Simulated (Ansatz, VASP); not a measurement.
# One calculation of MoS2, two programs

INCAR

```
SYSTEM = MoS2
ALGO     = Normal         ! electronic algorithm
EDIFF    = 1E-6           ! SCF threshold, eV
ENCUT    = 500            ! plane-wave cutoff, eV
GGA      = PE             ! functional
GGA_COMPAT= .False.      
ISIF     = 2              ! what is computed and relaxed
ISMEAR   = 0              ! smearing method
IVDW     = 12             ! dispersion correction
LASPH    = .True.         ! aspherical terms in the spheres
LCHARG   = .False.        ! write CHGCAR
LREAL    = .False.        ! projectors in reciprocal space
LWAVE    = .False.        ! write WAVECAR
NBANDS   = 20             ! bands
NELM     = 120            ! most SCF steps
PREC     = Accurate       ! precision mode
SIGMA    = 0.05           ! smearing width, eV
```

The input KPOINTS:

```
k-points
0
Gamma
  12 12 4
  0 0 0
```

File POSCAR:

```
MoS2
1.0
    3.0696848962      0.0000000000      0.0000000000
   -1.5348424481      2.6584251017      0.0000000000
    0.0000000000      0.0000000000      6.9945840045
Mo S
1 2
Direct
    0.0000000000      0.0000000000      0.0000000000
    0.3333333333      0.6666666667      0.2232580192
    0.3333333333      0.6666666667      0.7767419808
```

Input for Ansatz:

```yaml
crystal:
  lattice:
    - [3.0696848962, 0.0, 0.0]
    - [-1.5348424481, 2.6584251017, 0.0]
    - [0.0, 0.0, 6.9945840045]
  atoms:
    - { symbol: Mo, position: [0.0, 0.0, 0.0] }
    - { symbol: S, position: [0.3333333333, 0.6666666667, 0.2232580192] }
    - { symbol: S, position: [0.3333333333, 0.6666666667, 0.7767419808] }
basis:
  ecutwfc: 420
kpoints:
  mp_grid: { grid: [12, 12, 4] }
hamiltonian:
  xc: pbe
  dispersion: d3bj
scf:
  occupations: { method: gaussian, width: 0.05 }
output:
  forces: true
  stress: true
  eigenvalues: true
```

Alike in both runs: task single point; functional PBE; dispersion D3(BJ); k mesh 12 × 12 × 4; occupations gaussian, width 0.05 eV; no spin polarisation.

```csv
,VASP,Ansatz
version,VASP 6.6.1,Ansatz 0.2.0
potentials or method,"VASP PAW PBE potentials, release 64 (Mo_sv, S), cutoff 500 eV","scalar-relativistic, plane waves, PAW"
valence electrons in the cell,26,26
```

Ansatz gave:

```
gap on the k mesh at the Fermi level (eV)                     : 1.60
least direct gap on the mesh (eV)                             : 2.04
pressure (GPa)                                                : 7.7
traceless stress, the component that is largest in VASP (GPa) : -2.69
rms of the force components (eV/Å)                            : 0.357
```

Problem. What did VASP give for the same quantities?

Solution. gap on the k mesh at the Fermi level (eV): 1.61; least direct gap on the mesh (eV): 2.04; pressure (GPa): 7.6; traceless stress, the component that is largest in VASP (GPa): -2.76; rms of the force components (eV/Å): 0.348.

Atom by atom the forces differ by 0.008 eV/Å (rms over components).
